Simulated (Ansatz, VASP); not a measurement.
# ZnO: VASP beside Ansatz

File INCAR:

```
SYSTEM = ZnO
PREC = Accurate ; ENCUT = 520
EDIFF = 1E-6 ; ISMEAR = 0
SIGMA = 0.05 ; LREAL = .False.
LASPH = .True. ; NELM = 100
ALGO = Normal ; ISIF = 2
LWAVE = .False. ; LCHARG = .True.
GGA = CA ; LELF = .True.
LVHAR = .True. ; NBANDS = 26
```

The input KPOINTS:

```
Automatic mesh
0
Gamma
  9 9 4
  0 0 0
```

POSCAR

```
ZnO
1.0
    3.2386476513      0.0000000000      0.0000000000
   -1.6193238256      2.8047511399      0.0000000000
    0.0000000000      0.0000000000      6.9165281095
Zn O
2 2
Direct
    0.0000000000      0.0000000000      0.7500000000
    0.0000000000      0.0000000000      0.2500000000
    0.3333333333      0.6666666667      0.2500000000
    0.6666666667      0.3333333333      0.7500000000
```

Input for Ansatz:

```yaml
crystal:
  lattice:
    - [3.2386476513, 0.0, 0.0]
    - [-1.6193238256, 2.8047511399, 0.0]
    - [0.0, 0.0, 6.9165281095]
  atoms:
    - { symbol: Zn, position: [0.0, 0.0, 0.75] }
    - { symbol: Zn, position: [0.0, 0.0, 0.25] }
    - { symbol: O, position: [0.3333333333, 0.6666666667, 0.25] }
    - { symbol: O, position: [0.6666666667, 0.3333333333, 0.75] }
basis:
  ecutwfc: 420
kpoints:
  mp_grid: { grid: [9, 9, 4] }
hamiltonian:
  xc: lda
scf:
  occupations: { method: gaussian, width: 0.05 }
output:
  forces: true
  stress: true
  eigenvalues: true
```

Change from the starting cell: strain -0.015 along x and y, -0.030 along z, atoms carried along.

Alike in both runs: task single point; functional LDA; k mesh 9 × 9 × 4; occupations gaussian, width 0.05 eV; no spin polarisation.

|  | VASP | Ansatz |
| --- | --- | --- |
| version | VASP 6.6.1 | Ansatz 0.2.0 |
| potentials or method | VASP PAW LDA potentials, release 64 (Zn, O), cutoff 520 eV | scalar-relativistic, plane waves, PAW |
| valence electrons in the cell | 36 | 36 |

```tsv
	VASP	Ansatz	Ansatz less VASP
gap on the k mesh at the Fermi level (eV)	0.75	0.73	-0.014
least direct gap on the mesh (eV)	0.75	0.73	-0.014
pressure (GPa)	-3.5	-4.5	-0.93
traceless stress, the component that is largest in VASP (GPa)	1.60	2.62	+1.022
```

LDA's correlation is that of Perdew and Zunger in VASP and of Perdew and Wang (1992) in Ansatz.
